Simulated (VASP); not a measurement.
# Si2Mo (I4/mmm) in VASP: notebook

Si2Mo is run at these levels: PBEsol; tasks: single point.

Program: VASP 6.6.1. These are calculated values, not measurements. Logs are shortened: lines on timing, memory, paths and dates and some standing lists are left out, and cuts for length are marked.

### 1 The cell of the first run

It takes space group I4/mmm (No. 139, tetragonal). Conventional cell: a = 3.031 Å, b = 3.031 Å, c = 8.212 Å, α = 90.00°, β = 90.00°, γ = 90.00°. Within 3.3 Å of Si (site symmetry 4mm) lie 5 Mo at 2.54 to 2.75 Å and 9 Si at 2.56 to 3.03 Å. Within 3.3 Å of Mo (site symmetry 4/mmm) lie 10 Si at 2.54 to 2.75 Å and 4 Mo at 3.03 Å.

### 2 Single point, PBEsol (strain -0.050 along x and y, +0.050 along z)

INCAR

```
PREC = Accurate
ENCUT = 520
EDIFF = 1E-7
ISMEAR = 0
SIGMA = 0.15
LREAL = F
LASPH = T
NELM = 60
ALGO = Normal
ISIF = 2
LWAVE = F
LCHARG = F
GGA = PS
NBANDS = 18
```

KPOINTS

```
regular mesh
0
Gamma
  20 20 20
```

POSCAR

```
Si2Mo
1.0
   -1.5152833265      1.5152833265      4.1062266000
    1.5152833265     -1.5152833265      4.1062266000
    1.5152833265      1.5152833265     -4.1062266000
Si Mo
2 1
Direct
    0.3350596655      0.3350596655      0.0000000000
    0.6649403345      0.6649403345      0.0000000000
    0.0000000000      0.0000000000      0.0000000000
```

Potentials or basis: VASP PAW PBE potentials, release 64 (Si, Mo_sv).

Launch:

```
> cat potpaw_PBE.64/Si/POTCAR potpaw_PBE.64/Mo_sv/POTCAR > POTCAR
> mpirun -np 1 vasp_std > vasp.out
```

OUTCAR:

```text
PREC = Accurate
   ENCUT = 520
   EDIFF = 1E-7
   ISMEAR = 0
   LREAL = F
   LASPH = T
   NELM = 60
   ISIF = 2
   GGA = PS

 ion  position               nearest neighbor table
   1  0.335  0.335  0.000-   3 2.54   3 2.54   3 2.54   3 2.54   2 2.56   2 2.56   2 2.56   2 2.56
                             2 2.71   3 2.75
   2  0.665  0.665  0.000-   3 2.54   3 2.54   3 2.54   3 2.54   1 2.56   1 2.56   1 2.56   1 2.56
                             1 2.71   3 2.75
   3  0.000  0.000  0.000-   2 2.54   2 2.54   2 2.54   1 2.54   2 2.54   1 2.54   1 2.54   1 2.54
                             1 2.75   2 2.75

  LATTYP: Found a body centered tetragonal cell.
 ALAT       =     3.0305666530
 C/A-ratio  =     2.7098738092

  Lattice vectors:

 A1 = (  -1.5152833265,   1.5152833265,   4.1062266000)
 A2 = (   1.5152833265,  -1.5152833265,   4.1062266000)
 A3 = (   1.5152833265,   1.5152833265,  -4.1062266000)

Analysis of symmetry for initial positions (statically):
=====================================================================
 Subroutine PRICEL returns:
 Original cell was already a primitive cell.

 Routine SETGRP: Setting up the symmetry group for a
 body centered tetragonal supercell.

 Subroutine GETGRP returns: Found 16 space group operations
 (whereof 16 operations were pure point group operations)
 out of a pool of 16 trial point group operations.

The static configuration has the point symmetry D_4h.

Analysis of symmetry for dynamics (positions and initial velocities):
=====================================================================
 Subroutine PRICEL returns:
 Original cell was already a primitive cell.

 Routine SETGRP: Setting up the symmetry group for a
 body centered tetragonal supercell.

 Subroutine GETGRP returns: Found 16 space group operations
 (whereof 16 operations were pure point group operations)
 out of a pool of 16 trial point group operations.

The dynamic configuration has the point symmetry D_4h.

 Subroutine INISYM returns: Found 16 space group operations
 (whereof 16 operations are pure point group operations),
 and found     1 'primitive' translations

----------------------------------------------------------------------------------------

                                     Primitive cell

  volume of cell :      37.7130

  direct lattice vectors                    reciprocal lattice vectors
    -1.515283327  1.515283327  4.106226600     0.000000000  0.329971294  0.121766295
     1.515283327 -1.515283327  4.106226600     0.329971294  0.000000000  0.121766295
     1.515283327  1.515283327 -4.106226600     0.329971294  0.329971294  0.000000000

  length of vectors
     4.631766835  4.631766835  4.631766835     0.351721602  0.351721602  0.466649879

  position of ions in fractional coordinates (direct lattice)
     0.335059665  0.335059665  0.000000000
     0.664940335  0.664940335  0.000000000
     0.000000000  0.000000000  0.000000000

  ion indices of the primitive-cell ions
   primitive index   ion index
                 1           1
                 2           2
                 3           3

----------------------------------------------------------------------------------------

 KPOINTS: regular mesh

Automatic generation of k-mesh.
 Grid dimensions read from file:
 generate k-points for:   20   20   20

 Generating k-lattice:

  Cartesian coordinates                     Fractional coordinates (reciprocal lattice)
     0.000000000  0.016498565  0.006088315     0.050000000  0.000000000  0.000000000
     0.016498565  0.000000000  0.006088315     0.000000000  0.050000000  0.000000000
     0.016498565  0.016498565  0.000000000     0.000000000  0.000000000  0.050000000

  Length of vectors
     0.017586080  0.017586080  0.023332494

  Shift w.r.t. Gamma in fractional coordinates (k-lattice)
     0.000000000  0.000000000  0.000000000

 Subroutine IBZKPT returns following result:
 ===========================================

 Found    641 irreducible k-points:

 Following reciprocal coordinates:
            Coordinates               Weight
  0.000000  0.000000  0.000000      1.000000
  0.050000  0.000000  0.000000      8.000000
  0.100000  0.000000 -0.000000      8.000000
  0.150000  0.000000 -0.000000      8.000000
  0.200000  0.000000 -0.000000      8.000000
  0.250000  0.000000 -0.000000      8.000000
[... 16 lines left out ...]
 -0.400000  0.050000  0.000000     16.000000
 -0.350000  0.050000  0.000000     16.000000
 [... further k-points ...]
   k-points           NKPTS =    641   k-points in BZ     NKDIM =    641   number of bands    NBANDS=     18
   number of dos      NEDOS =    301   number of ions     NIONS =      3
   total plane-waves  NPLWV =  46656
   dimension x,y,z NGX =    36 NGY =   36 NGZ =   36
   dimension x,y,z NGXF=    72 NGYF=   72 NGZF=   72
   ions per type =               2   1
   NGX,Y,Z   is equivalent  to a cutoff of  12.92, 12.92, 12.92 a.u.
   NGXF,Y,Z  is equivalent  to a cutoff of  25.84, 25.84, 25.84 a.u.
 SYSTEM =  unknown system
   PREC   = accura    normal or accurate (medium, high low for compatibility)
   ISTART =      0    job   : 0-new  1-cont  2-samecut
   ICHARG =      2    charge: 1-file 2-atom 10-const
   ISPIN  =      1    spin polarized calculation?
   LNONCOLLINEAR =      F non collinear calculations
   LSORBIT =      F    spin-orbit coupling
   LASPH  =      T    aspherical Exc in radial PAW
   ENCUT  =  520.0 eV  38.22 Ry    6.18 a.u.   8.61  8.61  8.61*2*pi/ulx,y,z
   NELM   =     60;   NELMIN=  2; NELMDL= -5     # of ELM steps
   EDIFF  = 0.1E-06   stopping-criterion for ELM
   LREAL  =      F    real-space projection
   EDIFFG = 0.1E-05   stopping-criterion for IOM
   NSW    =      0    number of steps for IOM
   IBRION =     -1    ionic relax: 0-MD 1-quasi-New 2-CG
   NFREE  =      0    steps in history (QN), initial steepest desc. (CG)
   ISIF   =      2    stress and relaxation
   ISYM   =      2    0-nonsym 1-usesym 2-fastsym
   POTIM  = 0.5000    time-step for ionic-motion
   TEBEG  =    0.0;   TEEND  =   0.0 temperature during run
   PSTRESS=    0.0 pullay stress
   NELECT =      22.0000    total number of electrons
   NUPDOWN=      -1.0000    fix difference up-down
   EMIN   =  10.00;   EMAX   =-10.00  energy-range for DOS
   EFERMI =   0.00;   METHOD = LEGACY
   ISMEAR =     0;   SIGMA  =   0.15  broadening in eV -4-tet -1-fermi 0-gaus
   EFERMI_NEDOS =   21; number of points for ismear=-14 and -15
   IALGO  =     38    algorithm
   IMIX   =      4    mixing-type and parameters
     AMIX     =   0.40;   BMIX     =  1.00
     AMIX_MAG =   1.60;   BMIX_MAG =  1.00
  volume/ion in A,a.u.               =      12.57        84.83
  Fermi-wavevector in a.u.,A,eV,Ry     =   1.367893  2.584943 25.458294  1.871132
  Thomas-Fermi vector in A             =   2.493905
   LORBIT       =      0    0 simple, 1 ext, 2 COOP (PROOUT), +10 PAW based schemes
   GGA     = PS    functional components
   LHFCALC =     F    Hartree Fock is set to
   AEXX    =    0.0000 exact exchange contribution
   IVDW    =     0    specifies the selected vdW correction
   LEPSILON=     F    determine dielectric tensor
   LRPA    =     F    only Hartree local field effects (RPA)
 non-spin polarized calculation
 Gauss-broadening in eV      SIGMA  =   0.15
  energy-cutoff  :      520.00
  volume of cell :       37.71
 maximum number of plane-waves:      1035
   NGX = 17   NGY = 17   NGZ = 17

 number of electron      22.0000000 magnetization

 Free energy of the ion-electron system (eV)
  ---------------------------------------------------
  ext. energy  EPLUGINS =         0.00000000
  ---------------------------------------------------
  free energy    TOTEN  =       -24.69696551 eV

  energy without entropy =      -24.69158215  energy(sigma->0) =      -24.69427383

 E-fermi :  13.3746     XC(G=0): -12.8254

 val. band max:       13.3744112756   @ k =   0.3000   0.3000   0.2000
 cond. band min:      13.3877417349   @ k =  -0.4000  -0.4500   0.3000
 fundamental gap:      0.0133304593
 Fermi energy:        13.3745550328

 k-point     1 :       0.0000    0.0000    0.0000
  band No.  band energies     occupation
      1     -47.2897      2.00000
      2     -21.5932      2.00000
      3     -21.3165      2.00000
      4     -21.3165      2.00000
      5      -0.8208      2.00000
      6       6.2300      2.00000
[... 10 lines left out ...]
     17      18.3660      0.00000
     18      18.3660      0.00000

 k-point     2 :       0.0500    0.0000    0.0000
  band No.  band energies     occupation
      1     -47.2888      2.00000
      2     -21.5921      2.00000
      3     -21.3278      2.00000
      4     -21.3154      2.00000
      5      -0.7708      2.00000
      6       6.2410      2.00000
[... 10 lines left out ...]
     17      18.4918      0.00000
     18      18.9014      0.00000

 k-point     3 :       0.1000    0.0000   -0.0000
  band No.  band energies     occupation
      1     -47.2861      2.00000
      2     -21.5887      2.00000
      3     -21.3605      2.00000
      4     -21.3124      2.00000
      5      -0.6220      2.00000
      6       6.2669      2.00000
[... 10 lines left out ...]
     17      18.9448      0.00000
     18      19.8383      0.00000

 k-point     4 :       0.1500    0.0000   -0.0000
  band No.  band energies     occupation
      1     -47.2819      2.00000
      2     -21.5834      2.00000
      3     -21.4112      2.00000
      4     -21.3076      2.00000
      5      -0.3777      2.00000
      6       6.2851      2.00000
[... 375 lines left out ...]
      4     -21.2848      2.00000
      5       2.6591      2.00000
      6       4.1382      2.00000
[... 10 lines left out ...]
     17      20.6029      0.00000
     18      21.5238      0.00000

 k-point    23 :      -0.4000    0.0500    0.0000
  band No.  band energies     occupation
      1     -47.2546      2.00000
      2     -21.7204      2.00000
      3     -21.5477      2.00000
      4     -21.2879      2.00000
      5       2.0171      2.00000
      6       4.7674      2.00000
[... 10 lines left out ...]
     17      20.6152      0.00000
     18      22.2661      0.00000

 k-point    24 :      -0.3500    0.0500    0.0000
  band No.  band energies     occupation
      1     -47.2588      2.00000
      2     -21.6722      2.00000
      3     -21.5529      2.00000
      4     -21.2928      2.00000
      5       1.4088      2.00000
      6       5.3675      2.00000
[... 10 lines left out ...]
     17      20.8313      0.00000
     18      22.6409      0.00000

 [... further k-points ...]

------------------------ aborting loop because EDIFF is reached ----------------------------------------

  FORCE on cell =-STRESS in cart. coord.  units (eV):
  Direction    XX          YY          ZZ          XY          YZ          ZX
  --------------------------------------------------------------------------------------
  -------------------------------------------------------------------------------------
  Total        6.0762055      6.0762055     -2.4611947      0.0000000     -0.0000000      0.0000000
  in kB      258.1382976    258.1382976   -104.5600941      0.0000000     -0.0000000      0.0000000
  external PRESSURE =     137.2388337 kB  Pullay stress =       0.0000000 kB

 VOLUME and BASIS-vectors are now :
 -----------------------------------------------------------------------------
  energy-cutoff  :      520.00
  volume of cell :       37.71
      direct lattice vectors                 reciprocal lattice vectors
    -1.515283327  1.515283327  4.106226600     0.000000000  0.329971294  0.121766295
     1.515283327 -1.515283327  4.106226600     0.329971294  0.000000000  0.121766295
     1.515283327  1.515283327 -4.106226600     0.329971294  0.329971294  0.000000000

 POSITION                                       TOTAL-FORCE (eV/Angst)
 -----------------------------------------------------------------------------------
      0.00000      0.00000      2.75166        -0.000000     -0.000000     -0.050718
      0.00000      0.00000      5.46079         0.000000      0.000000      0.050718
      0.00000      0.00000      0.00000        -0.000000     -0.000000     -0.000000
 -----------------------------------------------------------------------------------
    total drift:                               -0.000000      0.000000      0.000000

  FREE ENERGIE OF THE ION-ELECTRON SYSTEM (eV)
  ---------------------------------------------------
  free  energy   TOTEN  =       -24.6969655052 eV

  energy  without entropy=      -24.6915821541  energy(sigma->0) =      -24.69427383
```

Wall time 15 min (1 thread of Intel Xeon 8259CL, shared host); peak memory 0.53 GiB.

What came out:

* Free energy: -24.6970 eV
* Pressure: 13.7 GPa
* Largest force: 0.051 eV/Å
* Band gap on the k mesh: zero (bands 11 and 12 overlap by 1.25 eV)

Forces in eV/Å, atoms in the order of the input:
```
Si   0.000  0.000 -0.051
Si   0.000  0.000  0.051
Mo   0.000  0.000  0.000
```

Caveat: the cell differs from its parent crystal (strain -0.050 along x and y, +0.050 along z); the stress differs along the axes, from -10 to 26 GPa; the PAW data sets were made with another functional, which shifts forces and pressure a little.

### 3 Single point, PBEsol (strain +0.000 along x and y, -0.050 along z)

INCAR

```
SYSTEM = Si2Mo
PREC = Accurate ; ENCUT = 520
EDIFF = 1E-6 ; ISMEAR = 0
SIGMA = 0.15 ; LREAL = .FALSE.
LASPH = .TRUE. ; NELM = 80
ALGO = Normal ; ISIF = 2
LWAVE = .FALSE. ; LCHARG = .FALSE.
GGA = PS ; NBANDS = 18
```

KPOINTS

```
Automatic mesh
0
G
  20 20 20
  0 0 0
```

POSCAR

```
Si2Mo
1.0
   -1.5950350805      1.5950350805      3.7151574000
    1.5950350805     -1.5950350805      3.7151574000
    1.5950350805      1.5950350805     -3.7151574000
Si Mo
2 1
Direct
    0.3350596655      0.3350596655      0.0000000000
    0.6649403345      0.6649403345      0.0000000000
    0.0000000000      0.0000000000      0.0000000000
```

Potentials or basis: VASP PAW PBE potentials, release 64 (Si, Mo_sv).

Launch:

```
> cat potpaw_PBE.64/Si/POTCAR potpaw_PBE.64/Mo_sv/POTCAR > POTCAR
> mpirun -np 1 vasp_std > vasp.out
```

Wall time 6.6 min (1 thread of Intel Xeon 8259CL, shared host); peak memory 0.51 GiB.

Results (log left out):

| Item | Value |
| --- | --- |
| Free energy | -24.8859 eV |
| Pressure | 15.1 GPa |
| Largest force | 0.137 eV/Å |
| Band gap on the k mesh | zero (bands 11 and 12 overlap by 0.87 eV) |

Forces in eV/Å, atoms in the order of the input:
```
Si   0.000  0.000 -0.137
Si   0.000  0.000  0.137
Mo   0.000  0.000  0.000
```

Stress tensor (GPa, compression positive):
```
 6.10  0.00  0.00
 0.00  6.10  0.00
 0.00  0.00 33.20
```

Levels at points of the mesh, in eV from the Fermi level:
```csv
k point,band 7,band 8,band 9,band 10,band 11,band 12,band 13,band 14,band 15,band 16
"(0.00, 0.00, 0.00)",-3.17,-2.88,-2.88,-2.46,0.27,3.07,3.46,3.46,3.49,4.64
"(0.50, 0.00, 0.00)",-4.95,-4.41,-2.88,-2.53,-0.59,2.39,3.09,4.99,5.02,5.44
"(0.50, 0.50, 0.00)",-5.82,-4.98,-4.58,-2.83,-1.15,2.42,3.12,4.13,4.24,5.07
"(0.50, 0.50, 0.50)",-3.80,-2.28,-0.65,-0.65,-0.44,-0.44,0.48,6.09,6.27,6.44
```

Caveat: the cell differs from its parent crystal (strain +0.000 along x and y, -0.050 along z); the stress differs along the axes, from 6 to 33 GPa; the PAW data sets were made with another functional, which shifts forces and pressure a little.

The gap in the log of VASP goes by the Fermi energy; the results here count the filled bands.